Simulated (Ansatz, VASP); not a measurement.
# One calculation of HgTe, two programs

```
CELL_PARAMETERS angstrom
0.00000 2.94085 2.94085
2.94085 0.00000 2.94085
2.94085 2.94085 0.00000
ATOMIC_POSITIONS crystal
Hg 0.00000 0.00000 0.00000
Te 0.50000 0.50000 0.50000
```

Change from the starting cell: volume scaled by 1.02, PAW files.

Alike in both runs: task electric field gradients; functional LDA; k mesh 10 × 10 × 10; occupations fermi-dirac, width 0.08 eV; no spin polarisation.

|  | VASP | Ansatz |
| --- | --- | --- |
| version | VASP 6.6.1 | Ansatz 0.2.0 |
| potentials or method | VASP PAW LDA potentials, release 64 (Hg, Te) | PAW with Ansatz's default frozen-core files, scalar-relativistic |
| plane-wave cutoff (eV) | 400 | 420 |
| valence electrons in the cell | 18 | 36 |

Ansatz gave:

```
pressure (GPa) : 2.2
```

Which values does VASP return?

Pressure (GPa): 2.7.

LDA's correlation is that of Perdew and Zunger in VASP and of Perdew and Wang (1992) in Ansatz. VASP's potentials hold 18 valence electrons a cell and Ansatz's 36, so a difference there can come from the potentials and not from the codes.

Neither program's run includes spin-orbit coupling.
